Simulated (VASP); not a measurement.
Here is a VASP 6.6.1 calculation.

Contents of INCAR:

```
PREC = Accurate
ENCUT = 520
EDIFF = 1E-8
ISMEAR = -1
SIGMA = 0.03
LREAL = F
LASPH = T
NELM = 60
ALGO = Normal
ISIF = 2
LWAVE = F
LCHARG = F
GGA = CA
LEFG = T
NBANDS = 14
```

The input KPOINTS:

```
Automatic mesh
0
Gamma
  10 10 10
```

POSCAR

```
HfN
1.0
    0.0000000000      2.2887270932      2.2887270932
    2.2887270932      0.0000000000      2.2887270932
    2.2887270932      2.2887270932      0.0000000000
Hf N
1 1
Direct
    0.0000000000      0.0000000000      0.0000000000
    0.5000000000      0.5000000000      0.5000000000
```

Potentials or basis: VASP PAW LDA potentials, release 64 (Hf_pv, N).

Launch:

```bash
$ cat potpaw_LDA.64/Hf_pv/POTCAR potpaw_LDA.64/N/POTCAR > POTCAR
$ mpirun -np 1 vasp_std > vasp.out
```

(1) Estimate the pressure.

Answers

(1) -20.0 GPa.

Caveat: without QUAD_EFG the Cq values of the log hold for a quadrupole moment of 1 mb, not for the nuclei.
